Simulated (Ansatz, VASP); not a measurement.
## Two plane-wave programs on Pb

```
Pb
1.0
     0.00000    2.66738    2.66738
     2.66738    0.00000    2.66738
     2.66738    2.66738    0.00000
Pb
1
Direct
  0.00000 0.00000 0.00000
```

Change from the starting cell: strain +0.080 along x and y, +0.080 along z, atoms carried along.

Alike in both runs: task single point; functional LDA; k mesh 16 × 16 × 16; occupations gaussian, width 0.15 eV; no spin polarisation.

|  | VASP | Ansatz |
| --- | --- | --- |
| version | VASP 6.6.1 | Ansatz 0.2.0 |
| potentials or method | VASP PAW LDA potentials, release 64 (Pb_d), cutoff 520 eV | scalar-relativistic, plane waves, PAW |
| valence electrons in the cell | 14 | 14 |

|  | VASP | Ansatz | Ansatz less VASP |
| --- | --- | --- | --- |
| gap on the k mesh at the Fermi level (eV) | none | none | - |
| pressure (GPa) | -7.3 | -7.3 | -0.01 |

LDA's correlation is that of Perdew and Zunger in VASP and of Perdew and Wang (1992) in Ansatz. A gap of «none» marks a metal or a gap that the smearing closes.

Spin-orbit coupling is off throughout.
